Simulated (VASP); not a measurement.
Write the native input for VASP 6.6.1 that does the following.

- Task: relaxation of cell and atoms
- Functional: PBEsol
- Potentials or basis: VASP PAW PBE potentials, release 64 (Zn)
- Cutoff: 600 eV
- k mesh: 18 × 18 × 18
- Occupations: gaussian, width 0.1 eV
- Spin: no spin polarisation
- Dipole correction: no
- Further INCAR settings: ALGO = Normal; EDIFF = 1e-06; IBRION = 2; EDIFFG = -0.01; NSW = 80; ISIF = 3

The structure of Zn lies in POSCAR:

```
Zn
1.0
    0.0000000000      1.9138181646      1.9138181646
    1.9138181646      0.0000000000      1.9138181646
    1.9138181646      1.9138181646      0.0000000000
Zn
1
Direct
    0.0000000000      0.0000000000      0.0000000000
```

This isn't the form of Zn at room conditions, which is hcp.

One way to write it, as run:

INCAR

```
PREC = Accurate ; ENCUT = 600
EDIFF = 1E-6 ; ISMEAR = 0
SIGMA = 0.1 ; LREAL = False
LASPH = True ; NELM = 80
ALGO = Normal ; ISIF = 3
LWAVE = False ; LCHARG = False
GGA = PS ; IBRION = 2
NSW = 80 ; EDIFFG = -0.01
```

KPOINTS

```
Automatic mesh
0
Gamma
  18 18 18
```

Potentials or basis: VASP PAW PBE potentials, release 64 (Zn).

The run is started by

```sh
$ cat potpaw_PBE.64/Zn/POTCAR > POTCAR
$ mpirun -np 1 vasp_std > vasp.out
```

Results of the run:

```yaml
Relaxed_volume: 14.22 Å³/atom
Relaxed_cell: a = 2.719 Å, b = 2.719 Å, c = 2.719 Å, α = 60.00°, β = 60.00°, γ = 60.00°
Space_group_after_relaxing_to_0.1_Å: Fm-3m (No. 225)
Energy_gained_by_relaxing: 0.6 meV/atom
Ionic_steps: 2
Pressure_after_relaxing: -0.1 GPa
Band_gap_on_the_k_mesh: zero (bands 6 and 7 overlap by 2.99 eV)
```

Caveat: the PAW data sets were made with another functional, which shifts forces and pressure a little.

It took 14 s on 1 thread of Intel(R) Xeon(R) 6975P-C (Granite Rapids) (shared host), peak memory 0.17 GiB.
